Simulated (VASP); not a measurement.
# Si32O (a cell with a defect) in VASP: single point with LDA

Aim: the single point of Si32O (a cell with a defect) with LDA.

Program: VASP 6.6.1. These are calculated values, not measurements. Logs are shortened: lines on timing, memory, paths and dates and some standing lists are left out, and cuts for length are marked.

**1. The cell of the first run**

The cell holds a defect, 33 atoms: a = 9.356 Å, b = 9.356 Å, c = 9.356 Å, α = 109.47°, β = 109.47°, γ = 109.47°.

**2. Single point, LDA**

INCAR

```
SYSTEM = Si32O
ALGO     = Normal         ! electronic algorithm
EDIFF    = 1E-6           ! SCF threshold, eV
ENCUT    = 520            ! plane-wave cutoff, eV
GGA      = CA             ! functional
ISIF     = 2              ! what is computed and relaxed
ISMEAR   = 0              ! smearing method
LASPH    = .TRUE.         ! aspherical terms in the spheres
LCHARG   = .FALSE.        ! write CHGCAR
LREAL    = Auto         
LWAVE    = .FALSE.        ! write WAVECAR
NBANDS   = 89             ! bands
NELM     = 80             ! most SCF steps
PREC     = Accurate       ! precision mode
SIGMA    = 0.02           ! smearing width, eV
```

KPOINTS

```
Automatic mesh
0
Gamma
  2 2 2
  0.5 0.5 0.5
```

POSCAR

```
Si32O
1.0
   -5.4019422754     -5.4019422754      5.4019422754
    5.4019422754     -5.4019422754     -5.4019422754
    5.4019422754      5.4019422754      5.4019422754
Si O
32 1
Direct
    0.2459249715      0.7453972654      0.7469347680
    0.0003719033      0.7654735629     -0.0000083303
    0.5002578447      0.4983758365      0.7533800423
    0.2455872226      0.5011248477     -0.0000071271
    0.0003527435      0.5035505493      0.2465034671
    0.7468761779      0.7449896343      0.2466464712
    0.5144595885      0.7649914215      0.5146829341
    0.0008751482     -0.0093563569      0.7230317913
    0.7538653307      0.2570249605      0.7535100881
    0.4856227383      0.2528976487      0.0000002777
    0.2779039322      0.2676393834      0.2770150853
   -0.0002222349      0.2502587831      0.4853080367
    0.7528043235      0.4981155597      0.4995029311
    0.7187987768     -0.0120550159     -0.0000083303
    0.4989758058     -0.0015426859      0.2530587945
    0.2533096302     -0.0013881118      0.5005087730
    0.2542491071      0.7502764364      0.5020734880
   -0.0010618403      0.7500479075      0.7443149695
    0.5189163188      0.5188248702      0.5193135833
    0.2476934095      0.4963454556      0.7463778386
    0.0002222349      0.5159155463     -0.0000002777
    0.7450015744      0.7501686974      0.0000230473
    0.5012900660      0.7499521086      0.2535961938
   -0.0003843988     -0.0005111125      0.4807155219
    0.7521713104      0.2481992461      0.4979131325
    0.4995178331      0.2485527300      0.7524352895
    0.2164733424      0.2431230163      0.0000118476
   -0.0006882710      0.2435489742      0.2087898098
    0.7470683310      0.4961033205      0.2475643818
    0.7904147772      0.0346405960      0.7911227633
    0.4793539745      0.0009258707      0.0000020363
    0.2546087000      0.0057257183      0.2556853497
   -0.0016374666      0.1702821787      0.0000083303
```

Potentials or basis: VASP PAW LDA potentials, release 64 (Si, O).

Command:

```sh
> cat potpaw_LDA.64/Si/POTCAR potpaw_LDA.64/O/POTCAR > POTCAR
> mpirun -np 1 vasp_std > vasp.out
```

OUTCAR:

```text
SYSTEM = Si32O
   EDIFF = 1E-6
   ENCUT = 520
   GGA = CA
   ISIF = 2
   ISMEAR = 0
   LASPH = .TRUE.
   LREAL = Auto
   NELM = 80
   PREC = Accurate

 ion  position               nearest neighbor table
   1  0.246  0.745  0.747-  18 2.32  31 2.32  17 2.33  20 2.33
   2  0.000  0.765  1.000-  21 2.33  18 2.34  32 2.34  22 2.35
   3  0.500  0.498  0.753-  19 2.32  22 2.32  26 2.33  20 2.34
   4  0.246  0.501  1.000-  27 2.34  21 2.35  23 2.37  20 2.37
   5  0.000  0.504  0.247-  28 2.33  21 2.35  29 2.35  17 2.36
   6  0.747  0.745  0.247-  24 2.32  22 2.32  29 2.33  23 2.34
[... 18 lines left out ...]
  25  0.752  0.248  0.498-  13 2.33  15 2.33  12 2.35   9 2.36
  26  0.500  0.249  0.752-   3 2.33  16 2.33  10 2.35   9 2.35
  27  0.216  0.243  0.000-  33 1.92   4 2.34   8 2.37  11 2.37  10 2.49
  28  0.999  0.244  0.209-  33 1.84   5 2.33  11 2.38  14 2.39  12 2.57
  29  0.747  0.496  0.248-   6 2.33  13 2.33  10 2.35   5 2.35
  30  0.790  0.035  0.791-  33 1.84   9 2.34   8 2.38  14 2.39   7 2.56
  31  0.479  0.001  0.000-  14 2.28  15 2.32   1 2.32  10 2.34
  32  0.255  0.006  0.256-  16 2.32  15 2.32  11 2.32   2 2.34
  33  0.998  0.170  0.000-  28 1.84  30 1.84  27 1.92

  LATTYP: Found a body centered cubic cell.
 ALAT       =    10.8038845508

  Lattice vectors:

 A1 = (  -5.4019422754,  -5.4019422754,   5.4019422754)
 A2 = (   5.4019422754,  -5.4019422754,  -5.4019422754)
 A3 = (   5.4019422754,   5.4019422754,   5.4019422754)

Analysis of symmetry for initial positions (statically):
=====================================================================
 Subroutine PRICEL returns:
 Original cell was already a primitive cell.

 Routine SETGRP: Setting up the symmetry group for a
 body centered cubic supercell.

 Subroutine GETGRP returns: Found  1 space group operations
 (whereof  1 operations were pure point group operations)
 out of a pool of 48 trial point group operations.

The static configuration has the point symmetry C_1 .

Analysis of symmetry for dynamics (positions and initial velocities):
=====================================================================
 Subroutine PRICEL returns:
 Original cell was already a primitive cell.

 Routine SETGRP: Setting up the symmetry group for a
 body centered cubic supercell.

 Subroutine GETGRP returns: Found  1 space group operations
 (whereof  1 operations were pure point group operations)
 out of a pool of 48 trial point group operations.

The dynamic configuration has the point symmetry C_1 .

 Subroutine INISYM returns: Found  1 space group operations
 (whereof  1 operations are pure point group operations),
 and found     1 'primitive' translations

----------------------------------------------------------------------------------------

                                     Primitive cell

  volume of cell :     630.5359

  direct lattice vectors                    reciprocal lattice vectors
    -5.401942275 -5.401942275  5.401942275     0.000000000 -0.092559301  0.092559301
     5.401942275 -5.401942275 -5.401942275     0.092559301 -0.092559301  0.000000000
     5.401942275  5.401942275  5.401942275     0.092559301  0.000000000  0.092559301

  length of vectors
     9.356438481  9.356438481  9.356438481     0.130898619  0.130898619  0.130898619

  position of ions in fractional coordinates (direct lattice)
     0.245924972  0.745397265  0.746934768
     0.000371903  0.765473563  0.999991670
     0.500257845  0.498375837  0.753380042
     0.245587223  0.501124848  0.999992873
     0.000352744  0.503550549  0.246503467
     0.746876178  0.744989634  0.246646471
[... 25 lines left out ...]
     0.254608700  0.005725718  0.255685350
     0.998362533  0.170282179  0.000008330

  ion indices of the primitive-cell ions
   primitive index   ion index
                 1           1
                 2           2
                 3           3
                 4           4
                 5           5
                 6           6
[... 25 lines left out ...]
                32          32
                33          33

----------------------------------------------------------------------------------------

 KPOINTS: Automatic mesh

Automatic generation of k-mesh.
 Grid dimensions read from file:
 generate k-points for:    2    2    2

 Generating k-lattice:

  Cartesian coordinates                     Fractional coordinates (reciprocal lattice)
     0.000000000 -0.046279650  0.046279650     0.500000000  0.000000000  0.000000000
     0.046279650 -0.046279650  0.000000000     0.000000000  0.500000000  0.000000000
     0.046279650  0.000000000  0.046279650     0.000000000  0.000000000  0.500000000

  Length of vectors
     0.065449309  0.065449309  0.065449309

  Shift w.r.t. Gamma in fractional coordinates (k-lattice)
     0.500000000  0.500000000  0.500000000

 Subroutine IBZKPT returns following result:
 ===========================================

 Found      4 irreducible k-points:

 Following reciprocal coordinates:
            Coordinates               Weight
  0.250000  0.250000  0.250000      2.000000
 -0.250000  0.250000  0.250000      2.000000
  0.250000 -0.250000  0.250000      2.000000
  0.250000  0.250000 -0.250000      2.000000
   k-points           NKPTS =      4   k-points in BZ     NKDIM =      4   number of bands    NBANDS=     89
   number of dos      NEDOS =    301   number of ions     NIONS =     33
   total plane-waves  NPLWV = 343000
   dimension x,y,z NGX =    70 NGY =   70 NGZ =   70
   dimension x,y,z NGXF=   140 NGYF=  140 NGZF=  140
   ions per type =              32   1
   NGX,Y,Z   is equivalent  to a cutoff of  12.44, 12.44, 12.44 a.u.
   NGXF,Y,Z  is equivalent  to a cutoff of  24.88, 24.88, 24.88 a.u.
 SYSTEM =  Si32O
   PREC   = accura    normal or accurate (medium, high low for compatibility)
   ISTART =      0    job   : 0-new  1-cont  2-samecut
   ICHARG =      2    charge: 1-file 2-atom 10-const
   ISPIN  =      1    spin polarized calculation?
   LNONCOLLINEAR =      F non collinear calculations
   LSORBIT =      F    spin-orbit coupling
   LASPH  =      T    aspherical Exc in radial PAW
   ENCUT  =  520.0 eV  38.22 Ry    6.18 a.u.  17.40 17.40 17.40*2*pi/ulx,y,z
   NELM   =     80;   NELMIN=  2; NELMDL= -5     # of ELM steps
   EDIFF  = 0.1E-05   stopping-criterion for ELM
   LREAL  =      T    real-space projection
   EDIFFG = 0.1E-04   stopping-criterion for IOM
   NSW    =      0    number of steps for IOM
   IBRION =     -1    ionic relax: 0-MD 1-quasi-New 2-CG
   NFREE  =      0    steps in history (QN), initial steepest desc. (CG)
   ISIF   =      2    stress and relaxation
   ISYM   =      2    0-nonsym 1-usesym 2-fastsym
   POTIM  = 0.5000    time-step for ionic-motion
   TEBEG  =    0.0;   TEEND  =   0.0 temperature during run
   PSTRESS=    0.0 pullay stress
   NELECT =     134.0000    total number of electrons
   NUPDOWN=      -1.0000    fix difference up-down
   EMIN   =  10.00;   EMAX   =-10.00  energy-range for DOS
   EFERMI =   0.00;   METHOD = LEGACY
   ISMEAR =     0;   SIGMA  =   0.02  broadening in eV -4-tet -1-fermi 0-gaus
   EFERMI_NEDOS =   21; number of points for ismear=-14 and -15
   IALGO  =     38    algorithm
   IMIX   =      4    mixing-type and parameters
     AMIX     =   0.40;   BMIX     =  1.00
     AMIX_MAG =   1.60;   BMIX_MAG =  1.00
  volume/ion in A,a.u.               =      19.11       128.94
  Fermi-wavevector in a.u.,A,eV,Ry     =   0.976952  1.846171 12.985875  0.954435
  Thomas-Fermi vector in A             =   2.107611
   LORBIT       =      0    0 simple, 1 ext, 2 COOP (PROOUT), +10 PAW based schemes
   GGA     = CA    functional components
   LHFCALC =     F    Hartree Fock is set to
   AEXX    =    0.0000 exact exchange contribution
   IVDW    =     0    specifies the selected vdW correction
   LEPSILON=     F    determine dielectric tensor
   LRPA    =     F    only Hartree local field effects (RPA)
 non-spin polarized calculation
 Gauss-broadening in eV      SIGMA  =   0.02
  energy-cutoff  :      520.00
  volume of cell :      630.54
 maximum number of plane-waves:     17028
 NGX is ok and might be reduce to    70
   NGX = 35   NGY = 35   NGZ = 35

 number of electron     134.0000001 magnetization

 Free energy of the ion-electron system (eV)
  ---------------------------------------------------
  ext. energy  EPLUGINS =         0.00000000
  ---------------------------------------------------
  free energy    TOTEN  =      -196.29680445 eV

  energy without entropy =     -196.29367233  energy(sigma->0) =     -196.29523839

 E-fermi :   5.9923     XC(G=0):  -9.7448

 val. band max:        5.9757385548   @ k =   0.2500   0.2500   0.2500
 cond. band min:       6.0140362947   @ k =  -0.2500   0.2500   0.2500
 fundamental gap:      0.0382977399
 Fermi energy:         5.9922849839

 k-point     1 :       0.2500    0.2500    0.2500
  band No.  band energies     occupation
      1     -14.3380      2.00000
      2      -5.3193      2.00000
      3      -5.3121      2.00000
      4      -5.2836      2.00000
      5      -4.8286      2.00000
      6      -4.1574      2.00000
[... 71 lines left out ...]
     78       7.6255      0.00000
     79       7.7814      0.00000

 k-point     2 :      -0.2500    0.2500    0.2500
  band No.  band energies     occupation
      1     -14.3380      2.00000
      2      -5.7028      2.00000
      3      -4.8837      2.00000
      4      -4.8049      2.00000
      5      -4.7064      2.00000
      6      -4.5255      2.00000
[... 71 lines left out ...]
     78       8.3460      0.00000
     79       8.4234      0.00000

 k-point     3 :       0.2500   -0.2500    0.2500
  band No.  band energies     occupation
      1     -14.3380      2.00000
      2      -5.7028      2.00000
      3      -4.8838      2.00000
      4      -4.8049      2.00000
      5      -4.7064      2.00000
      6      -4.5254      2.00000
[... 71 lines left out ...]
     78       8.3459      0.00000
     79       8.4236      0.00000

 k-point     4 :       0.2500    0.2500   -0.2500
  band No.  band energies     occupation
      1     -14.3380      2.00000
      2      -5.7017      2.00000
      3      -4.8943      2.00000
      4      -4.7941      2.00000
      5      -4.7150      2.00000
      6      -4.5166      2.00000
[... 71 lines left out ...]
     78       8.3433      0.00000
     79       8.4369      0.00000
 [bands above 79 left out]

------------------------ aborting loop because EDIFF is reached ----------------------------------------

  FORCE on cell =-STRESS in cart. coord.  units (eV):
  Direction    XX          YY          ZZ          XY          YZ          ZX
  --------------------------------------------------------------------------------------
  -------------------------------------------------------------------------------------
  Total        1.8526313      3.2518095      1.8755738     -0.0687500      0.0545981     -1.1703060
  in kB        4.7074941      8.2627739      4.7657903     -0.1746921      0.1387325     -2.9737209
  external PRESSURE =       5.9120194 kB  Pullay stress =       0.0000000 kB

 VOLUME and BASIS-vectors are now :
 -----------------------------------------------------------------------------
  energy-cutoff  :      520.00
  volume of cell :      630.54
      direct lattice vectors                 reciprocal lattice vectors
    -5.401942275 -5.401942275  5.401942275     0.000000000 -0.092559301  0.092559301
     5.401942275 -5.401942275 -5.401942275     0.092559301 -0.092559301  0.000000000
     5.401942275  5.401942275  5.401942275     0.092559301  0.000000000  0.092559301

 POSITION                                       TOTAL-FORCE (eV/Angst)
 -----------------------------------------------------------------------------------
      6.73302     -1.32017      1.33678        -0.002164      0.000153      0.003804
      9.53493      1.26484      1.26886         0.003087      0.000420     -0.002902
      4.05955     -1.32485      4.07988         0.002002      0.002780     -0.001130
      6.78230      1.36821      4.02150         0.002065     -0.017324     -0.001990
      4.04984     -1.39046     -1.38665        -0.000090     -0.004776      0.002426
      1.32218     -6.72660      1.34256         0.001093      0.002876     -0.001790
[... 25 lines left out ...]
      0.03675     -0.02511      2.72565        -0.000900     -0.001968     -0.002534
     -4.47320     -6.31291      4.47329        -0.013430     -0.003909      0.012861
 -----------------------------------------------------------------------------------
    total drift:                                0.007236      0.006347     -0.007273

  FREE ENERGIE OF THE ION-ELECTRON SYSTEM (eV)
  ---------------------------------------------------
  free  energy   TOTEN  =      -196.2968044505 eV

  energy  without entropy=     -196.2936723313  energy(sigma->0) =     -196.29523839
```

Run time: 13 min. Hardware: 1 thread of AMD EPYC 7R13, shared host; peak memory 0.54 GiB.

Results:

```yaml
Free_energy: -196.2968 eV
Pressure: 0.6 GPa
Largest_force: 0.065 eV/Å
Band_gap_on_the_k_mesh: 0.04 eV
```

Forces on the atoms (eV/Å):
```
Si  -0.002  0.000  0.004
Si   0.003  0.000 -0.003
Si   0.002  0.003 -0.001
Si   0.002 -0.017 -0.002
Si   0.000 -0.005  0.002
Si   0.001  0.003 -0.002
Si   0.007 -0.017  0.002
Si  -0.011  0.002 -0.006
Si  -0.003 -0.005  0.000
Si  -0.015 -0.003  0.015
Si   0.007  0.002  0.011
Si  -0.001 -0.016 -0.007
Si   0.003  0.000  0.000
Si  -0.001 -0.016  0.002
Si  -0.004  0.000  0.002
Si   0.000  0.000 -0.003
Si  -0.005  0.004 -0.001
Si   0.003 -0.002  0.001
Si  -0.008 -0.002 -0.002
Si   0.001  0.008  0.002
Si   0.000  0.002 -0.001
Si  -0.002  0.000  0.002
Si  -0.002  0.008 -0.001
Si   0.002 -0.003  0.008
Si   0.001  0.004  0.005
Si   0.006  0.002 -0.006
Si   0.004 -0.011 -0.005
Si   0.049  0.031  0.031
Si   0.006  0.002 -0.006
Si  -0.030  0.030 -0.048
Si   0.004  0.002 -0.004
Si  -0.001 -0.002 -0.003
O   -0.013 -0.004  0.013
```
